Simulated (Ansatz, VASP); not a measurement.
# Two plane-wave programs on TePb

POSCAR

```
TePb
1.0
    0.0857807174      3.2678368520      3.2678368520
    3.2678368520      0.0857807174      3.2678368520
    3.3536175694      3.3536175694      0.0000000000
Pb Te
1 1
Direct
    0.0000000000      0.0000000000      0.0000000000
    0.5000000000      0.5000000000      0.5000000000
```

Contents of INCAR.step1:

```
ALGO     = Normal         # electronic algorithm
EDIFF    = 1E-4           # SCF threshold, eV
ENCUT    = 520            # plane-wave cutoff, eV
GGA      = PE             # functional
ISMEAR   = 0              # smearing method
LASPH    = True           # aspherical terms in the spheres
LCHARG   = False          # write CHGCAR
LREAL    = False          # projectors in reciprocal space
LWAVE    = True           # write WAVECAR
NBANDS   = 17             # bands
NELM     = 80             # most SCF steps
PREC     = Accurate       # precision mode
SIGMA    = 0.01           # smearing width, eV
```

INCAR.step2

```
ALGO     = Normal         # electronic algorithm
EDIFF    = 1E-7           # SCF threshold, eV
ENCUT    = 520            # plane-wave cutoff, eV
ISIF     = 2              # what is computed and relaxed
ISMEAR   = 0              # smearing method
ISTART   = 1            
LASPH    = True           # aspherical terms in the spheres
LCHARG   = False          # write CHGCAR
LMIXTAU  = True         
LREAL    = False          # projectors in reciprocal space
LWAVE    = False          # write WAVECAR
METAGGA  = R2SCAN         # meta-GGA
NBANDS   = 17             # bands
NELM     = 80             # most SCF steps
PREC     = Accurate       # precision mode
SIGMA    = 0.01           # smearing width, eV
```

File KPOINTS:

```
k-points
0
Gamma
  8 8 8
```

Input for Ansatz:

```yaml
crystal:
  lattice:
    - [0.0857807174, 3.267836852, 3.267836852]
    - [3.267836852, 0.0857807174, 3.267836852]
    - [3.3536175694, 3.3536175694, 0.0]
  atoms:
    - { symbol: Pb, position: [0.0, 0.0, 0.0] }
    - { symbol: Te, position: [0.5, 0.5, 0.5] }
kpoints:
  mp_grid: { grid: [8, 8, 8] }
  band_path:
    path:
      - [0.0, 0.0, 0.0]
      - [0.5, 0.0, 0.5]
      - [0.625, 0.25, 0.625]
      - [0.375, 0.375, 0.75]
      - [0.5, 0.5, 0.5]
      - [0.5, 0.25, 0.75]
      - [0.0, 0.0, 0.5]
      - [0.0, 0.5, 0.0]
    npoints: 1
hamiltonian:
  xc: r2scan
scf:
  occupations: { method: fixed }
  n_extra_bands: 4
output:
  forces: true
  stress: true
  eigenvalues: true
```

Change from the starting cell: shear_xy strain +5.2%.

Alike in both runs: task single point; functional r2SCAN; k mesh 8 × 8 × 8; no spin polarisation.

|  | VASP | Ansatz |
| --- | --- | --- |
| version | VASP 6.6.1 | Ansatz 0.2.0 |
| potentials or method | VASP PAW PBE potentials, release 64 (Pb_d, Te) | plane waves, PAW |
| plane-wave cutoff (eV) | 520 | 500 |
| occupations | gaussian, width 0.01 eV | fixed |
| valence electrons in the cell | 20 | 30 |

```tsv
	VASP	Ansatz	Ansatz less VASP
gap on the k mesh at the Fermi level (eV)	0.79	0.79	-0.004
pressure (GPa)	0.0	0.0	+0.01
traceless stress, the component that is largest in VASP (GPa)	-0.81	-0.81	0.000
```

VASP's potentials were made for PBE, not for r2SCAN. VASP's potentials hold 20 valence electrons a cell and Ansatz's 30, so a difference there can come from the potentials and not from the codes.

Neither program's run includes spin-orbit coupling.
